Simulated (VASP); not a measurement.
# Al8N7 (a cell with a defect) in VASP: single point with PBE

Aim: the single point of Al8N7 (a cell with a defect) with PBE.

All numbers are computed with VASP 6.6.1; they aren't measurements. Logs are shortened: lines on timing, memory, paths and dates and some standing lists are left out, and cuts for length are marked.

## Step 1: The cell of the first run

The cell holds a defect, 15 atoms: a = 5.757 Å, b = 5.757 Å, c = 5.757 Å, α = 60.00°, β = 60.00°, γ = 60.00°.

## Step 2: Single point, PBE (atom 9 moved 0.500 of the way to it and +0.000 Å across, host rigid)

INCAR

```
SYSTEM = Al8N7
PREC = Accurate
ENCUT = 520
EDIFF = 1E-6
ISMEAR = 0
SIGMA = 0.05
LREAL = Auto
LASPH = .TRUE.
NELM = 100
ALGO = Normal
ISIF = 2
LWAVE = .FALSE.
LCHARG = .FALSE.
GGA = PE
NBANDS = 42
NELECT = 56.0
```

KPOINTS

```
regular mesh
0
G
  4 4 4
  0 0 0
```

POSCAR

```
Al8N7
1.0
    0.0000000000      4.0705261175     -4.0705261175
    4.0705261175      4.0705261175      0.0000000000
    4.0705261175      0.0000000000     -4.0705261175
Al N
8 7
Direct
    0.2500000000      0.7500000000      0.2500000000
    0.2500000000      0.2500000000      0.2500000000
    0.7500000000      0.7500000000      0.2500000000
    0.7500000000      0.2500000000      0.2500000000
    0.2500000000      0.7500000000      0.7500000000
    0.2500000000      0.2500000000      0.7500000000
    0.7500000000      0.7500000000      0.7500000000
    0.7500000000      0.2500000000      0.7500000000
    0.5000000000     -0.2500000000      0.0000000000
    1.0000000000      0.5000000000      0.0000000000
    1.0000000000      0.0000000000      0.0000000000
    0.5000000000      0.5000000000      0.5000000000
    0.5000000000      0.0000000000      0.5000000000
    1.0000000000      0.5000000000      0.5000000000
    1.0000000000      0.0000000000      0.5000000000
```

Potentials or basis: VASP PAW PBE potentials, release 64 (Al, N).

Run with:

```bash
> cat potpaw_PBE.64/Al/POTCAR potpaw_PBE.64/N/POTCAR > POTCAR
> mpirun -np 1 vasp_std > vasp.out
```

OUTCAR:

```text
SYSTEM = Al8N7
   PREC = Accurate
   ENCUT = 520
   EDIFF = 1E-6
   ISMEAR = 0
   LREAL = Auto
   LASPH = .TRUE.
   NELM = 100
   ISIF = 2
   GGA = PE
   NELECT = 56.0

 ion  position               nearest neighbor table
   1  0.250  0.750  0.250-   9 1.44  11 2.04  12 2.04  14 2.04  15 2.04   5 2.88   2 2.88   3 2.88
                             5 2.88   6 2.88   7 2.88   2 2.88   4 2.88   6 2.88   3 2.88   4 2.88
   2  0.250  0.250  0.250-  10 2.04  13 2.04  14 2.04  15 2.04   4 2.88   6 2.88   1 2.88   5 2.88
                             6 2.88   8 2.88   1 2.88   3 2.88   5 2.88   3 2.88   4 2.88   8 2.88
   3  0.750  0.750  0.250-  10 2.04  11 2.04  12 2.04  13 2.04  14 2.04   9 2.49   1 2.88   4 2.88
                             7 2.88   5 2.88   7 2.88   8 2.88   2 2.88   4 2.88   8 2.88   1 2.88
   4  0.750  0.250  0.250-  10 2.04  11 2.04  12 2.04  13 2.04  15 2.04   9 2.49   2 2.88   3 2.88
                             8 2.88   6 2.88   7 2.88   8 2.88   1 2.88   3 2.88   7 2.88   1 2.88
   5  0.250  0.750  0.750-  10 2.04  11 2.04  12 2.04  13 2.04  15 2.04   9 2.49   1 2.88   6 2.88
                             7 2.88   1 2.88   2 2.88   3 2.88   2 2.88   6 2.88   8 2.88   3 2.88
   6  0.250  0.250  0.750-  10 2.04  11 2.04  12 2.04  13 2.04  14 2.04   9 2.49   2 2.88   5 2.88
                             1 2.88   2 2.88   4 2.88   1 2.88   5 2.88   7 2.88   8 2.88   4 2.88
   7  0.750  0.750  0.750-   9 1.44  10 2.04  13 2.04  14 2.04  15 2.04   8 2.88   3 2.88   5 2.88
                             1 2.88   3 2.88   4 2.88   4 2.88   6 2.88   8 2.88   1 2.88   5 2.88
   8  0.750  0.250  0.750-  11 2.04  12 2.04  14 2.04  15 2.04   6 2.88   7 2.88   4 2.88   2 2.88
                             3 2.88   4 2.88   3 2.88   5 2.88   7 2.88   2 2.88   5 2.88   6 2.88
   9  0.500  0.750  0.000-   1 1.44   7 1.44   5 2.49   6 2.49   3 2.49   4 2.49
  10  0.000  0.500  0.000-   2 2.04   3 2.04   4 2.04   5 2.04   6 2.04   7 2.04
  11  0.000  0.000  0.000-   1 2.04   3 2.04   4 2.04   5 2.04   6 2.04   8 2.04
  12  0.500  0.500  0.500-   1 2.04   3 2.04   4 2.04   5 2.04   6 2.04   8 2.04
  13  0.500  0.000  0.500-   2 2.04   3 2.04   4 2.04   5 2.04   6 2.04   7 2.04
  14  0.000  0.500  0.500-   1 2.04   2 2.04   3 2.04   6 2.04   7 2.04   8 2.04
  15  0.000  0.000  0.500-   1 2.04   2 2.04   4 2.04   5 2.04   7 2.04   8 2.04

  LATTYP: Found a face centered cubic cell.
 ALAT       =     8.1410522350

  Lattice vectors:

 A1 = (   0.0000000000,   4.0705261175,  -4.0705261175)
 A2 = (   4.0705261175,   4.0705261175,   0.0000000000)
 A3 = (   4.0705261175,   0.0000000000,  -4.0705261175)

Analysis of symmetry for initial positions (statically):
=====================================================================
 Subroutine PRICEL returns:
 Original cell was already a primitive cell.

 Routine SETGRP: Setting up the symmetry group for a
 face centered cubic supercell.

 Subroutine GETGRP returns: Found  8 space group operations
 (whereof  2 operations were pure point group operations)
 out of a pool of 48 trial point group operations.

The static configuration has the point symmetry C_1h.
 The point group associated with its full space group is D_2h.

Analysis of symmetry for dynamics (positions and initial velocities):
=====================================================================
 Subroutine PRICEL returns:
 Original cell was already a primitive cell.

 Routine SETGRP: Setting up the symmetry group for a
 face centered cubic supercell.

 Subroutine GETGRP returns: Found  8 space group operations
 (whereof  2 operations were pure point group operations)
 out of a pool of 48 trial point group operations.

The dynamic configuration has the point symmetry C_1h.
 The point group associated with its full space group is D_2h.

 Subroutine INISYM returns: Found  8 space group operations
 (whereof  2 operations are pure point group operations),
 and found     1 'primitive' translations

----------------------------------------------------------------------------------------

                                     Primitive cell

  volume of cell :     134.8906

  direct lattice vectors                    reciprocal lattice vectors
     0.000000000  4.070526118 -4.070526118    -0.122834244  0.122834244 -0.122834244
     4.070526118  4.070526118  0.000000000     0.122834244  0.122834244  0.122834244
     4.070526118  0.000000000 -4.070526118     0.122834244 -0.122834244 -0.122834244

[... 57 lines left out ...]
     0.000000000  0.000000000  0.000000000

 Subroutine IBZKPT returns following result:
 ===========================================

 Found     18 irreducible k-points:

 Following reciprocal coordinates:
            Coordinates               Weight
  0.000000  0.000000  0.000000      1.000000
  0.250000  0.000000  0.000000      4.000000
  0.000000  0.250000  0.000000      4.000000
  0.500000  0.000000  0.000000      2.000000
  0.000000  0.500000  0.000000      2.000000
  0.250000  0.250000  0.000000      4.000000
[... 10 lines left out ...]
 -0.250000  0.500000  0.250000      2.000000
  0.250000 -0.250000  0.500000      4.000000
   k-points           NKPTS =     18   k-points in BZ     NKDIM =     18   number of bands    NBANDS=     42
   number of dos      NEDOS =    301   number of ions     NIONS =     15
   total plane-waves  NPLWV = 110592
   dimension x,y,z NGX =    48 NGY =   48 NGZ =   48
   dimension x,y,z NGXF=    96 NGYF=   96 NGZF=   96
   ions per type =               8   7
   NGX,Y,Z   is equivalent  to a cutoff of  13.86, 13.86, 13.86 a.u.
   NGXF,Y,Z  is equivalent  to a cutoff of  27.72, 27.72, 27.72 a.u.
 SYSTEM =  Al8N7
   PREC   = accura    normal or accurate (medium, high low for compatibility)
   ISTART =      0    job   : 0-new  1-cont  2-samecut
   ICHARG =      2    charge: 1-file 2-atom 10-const
   ISPIN  =      1    spin polarized calculation?
   LNONCOLLINEAR =      F non collinear calculations
   LSORBIT =      F    spin-orbit coupling
   LASPH  =      T    aspherical Exc in radial PAW
   ENCUT  =  520.0 eV  38.22 Ry    6.18 a.u.  10.70 10.70 10.70*2*pi/ulx,y,z
   NELM   =    100;   NELMIN=  2; NELMDL= -5     # of ELM steps
   EDIFF  = 0.1E-05   stopping-criterion for ELM
   LREAL  =      T    real-space projection
   EDIFFG = 0.1E-04   stopping-criterion for IOM
   NSW    =      0    number of steps for IOM
   IBRION =     -1    ionic relax: 0-MD 1-quasi-New 2-CG
   NFREE  =      0    steps in history (QN), initial steepest desc. (CG)
   ISIF   =      2    stress and relaxation
   ISYM   =      2    0-nonsym 1-usesym 2-fastsym
   POTIM  = 0.5000    time-step for ionic-motion
   TEBEG  =    0.0;   TEEND  =   0.0 temperature during run
   PSTRESS=    0.0 pullay stress
   NELECT =      56.0000    total number of electrons
   NUPDOWN=      -1.0000    fix difference up-down
   EMIN   =  10.00;   EMAX   =-10.00  energy-range for DOS
   EFERMI =   0.00;   METHOD = LEGACY
   ISMEAR =     0;   SIGMA  =   0.05  broadening in eV -4-tet -1-fermi 0-gaus
   EFERMI_NEDOS =   21; number of points for ismear=-14 and -15
   IALGO  =     38    algorithm
   IMIX   =      4    mixing-type and parameters
     AMIX     =   0.40;   BMIX     =  1.00
     AMIX_MAG =   1.60;   BMIX_MAG =  1.00
  volume/ion in A,a.u.               =       8.99        60.69
  Fermi-wavevector in a.u.,A,eV,Ry     =   1.221266  2.307858 20.292965  1.491491
  Thomas-Fermi vector in A             =   2.356454
   LORBIT       =      0    0 simple, 1 ext, 2 COOP (PROOUT), +10 PAW based schemes
   GGA     = PE    functional components
   LHFCALC =     F    Hartree Fock is set to
   AEXX    =    0.0000 exact exchange contribution
   IVDW    =     0    specifies the selected vdW correction
   LEPSILON=     F    determine dielectric tensor
   LRPA    =     F    only Hartree local field effects (RPA)
 non-spin polarized calculation
 Gauss-broadening in eV      SIGMA  =   0.05
  energy-cutoff  :      520.00
  volume of cell :      134.89
 maximum number of plane-waves:      3695
 NGX is ok and might be reduce to    48
   NGX = 21   NGY = 21   NGZ = 21

 number of electron      55.9999997 magnetization

 Free energy of the ion-electron system (eV)
  ---------------------------------------------------
  ext. energy  EPLUGINS =         0.00000000
  ---------------------------------------------------
  free energy    TOTEN  =      -124.98936277 eV

  energy without entropy =     -124.98539572  energy(sigma->0) =     -124.98737925

 E-fermi :   9.0706     XC(G=0): -11.6230

 val. band max:        9.0652563874   @ k =   0.2500   0.0000   0.0000
 cond. band min:       9.1050948030   @ k =   0.2500   0.2500   0.0000
 fundamental gap:      0.0398384157
 Fermi energy:         9.0705501168

 k-point     1 :       0.0000    0.0000    0.0000
  band No.  band energies     occupation
      1      -7.7557      2.00000
      2      -5.2871      2.00000
      3      -4.9659      2.00000
      4      -4.9304      2.00000
      5      -4.0434      2.00000
      6      -4.0217      2.00000
[... 763 lines left out ...]
     39      18.3017      0.00000
     40      18.3217      0.00000
 [bands above 40 left out]

------------------------ aborting loop because EDIFF is reached ----------------------------------------

  FORCE on cell =-STRESS in cart. coord.  units (eV):
  Direction    XX          YY          ZZ          XY          YZ          ZX
  --------------------------------------------------------------------------------------
  -------------------------------------------------------------------------------------
  Total       -8.5830053     -8.5830053    -28.1851311    -27.0967175      0.0000000      0.0000000
  in kB     -101.9455629   -101.9455629   -334.7719097   -321.8441607      0.0000000      0.0000000
  external PRESSURE =    -179.5543452 kB  Pullay stress =       0.0000000 kB

 VOLUME and BASIS-vectors are now :
 -----------------------------------------------------------------------------
  energy-cutoff  :      520.00
  volume of cell :      134.89
      direct lattice vectors                 reciprocal lattice vectors
     0.000000000  4.070526118 -4.070526118    -0.122834244  0.122834244 -0.122834244
     4.070526118  4.070526118  0.000000000     0.122834244  0.122834244  0.122834244
     4.070526118  0.000000000 -4.070526118     0.122834244 -0.122834244 -0.122834244

 POSITION                                       TOTAL-FORCE (eV/Angst)
 -----------------------------------------------------------------------------------
      4.07053      4.07053     -2.03526        15.498964    -15.498964      0.000000
      2.03526      2.03526     -2.03526         2.902833     -2.902833      0.000000
      4.07053      6.10579     -4.07053        -0.283937     -0.283937     -2.319797
      2.03526      4.07053     -4.07053         0.283937      0.283937     -2.319797
      6.10579      4.07053     -4.07053         0.283937      0.283937      2.319797
      4.07053      2.03526     -4.07053        -0.283937     -0.283937      2.319797
      6.10579      6.10579     -6.10579       -15.498964     15.498964      0.000000
      4.07053      4.07053     -6.10579        -2.902833      2.902833      0.000000
      3.05289      5.08816     -2.03526         0.000000     -0.000000      0.000000
      2.03526      2.03526      0.00000        -0.895325      0.895325     -2.105853
      0.00000      0.00000      0.00000         0.895325     -0.895325      2.105853
      4.07053      4.07053     -4.07053         0.895325     -0.895325     -2.105853
      2.03526      2.03526     -4.07053        -0.895325      0.895325      2.105853
      4.07053      2.03526     -2.03526        -0.047288     -0.047288      0.000000
      2.03526      0.00000     -2.03526         0.047288      0.047288     -0.000000
 -----------------------------------------------------------------------------------
    total drift:                               -0.000000     -0.000000      0.000000

  FREE ENERGIE OF THE ION-ELECTRON SYSTEM (eV)
  ---------------------------------------------------
  free  energy   TOTEN  =      -124.9893627737 eV

  energy  without entropy=     -124.9853957247  energy(sigma->0) =     -124.98737925
```

It took 1.8 min on 1 thread of Intel Xeon 6975P-C (Granite Rapids), shared host; peak memory 0.32 GiB.

What came out:

```
Free energy   : -124.9894 eV
Largest force : 21.919 eV/Å
```

Forces on the atoms (eV/Å):
```
Al   15.499 -15.499   0.000
Al    2.903  -2.903   0.000
Al   -0.284  -0.284  -2.320
Al    0.284   0.284  -2.320
Al    0.284   0.284   2.320
Al   -0.284  -0.284   2.320
Al  -15.499  15.499   0.000
Al   -2.903   2.903   0.000
N     0.000   0.000   0.000
N    -0.895   0.895  -2.106
N     0.895  -0.895   2.106
N     0.895  -0.895  -2.106
N    -0.895   0.895   2.106
N    -0.047  -0.047   0.000
N     0.047   0.047   0.000
```

Levels at points of the mesh, in eV from the Fermi level:
```csv
k point,band 26,band 27,band 28,band 29,band 30,band 31
"(0.00, 0.00, 0.00)",-0.55,-0.29,0.10,0.14,2.71,5.05
"(0.50, 0.00, 0.00)",-0.66,-0.18,-0.10,-0.01,2.44,3.76
"(0.00, 0.50, 0.00)",-0.77,-0.76,-0.68,1.09,1.49,4.12
"(0.50, 0.50, 0.00)",-0.87,-0.86,-0.26,0.99,2.03,3.35
"(0.50, 0.00, 0.50)",-0.94,-0.73,-0.63,-0.04,1.90,4.00
```

Caveat: the cell carries a net charge on a neutralising background, which shifts energy and pressure; the cell differs from its parent crystal (atom 9 moved 0.500 of the way to it and +0.000 Å across, host rigid); the cell is charged against a uniform background, so pressure and absolute levels hang on convention.
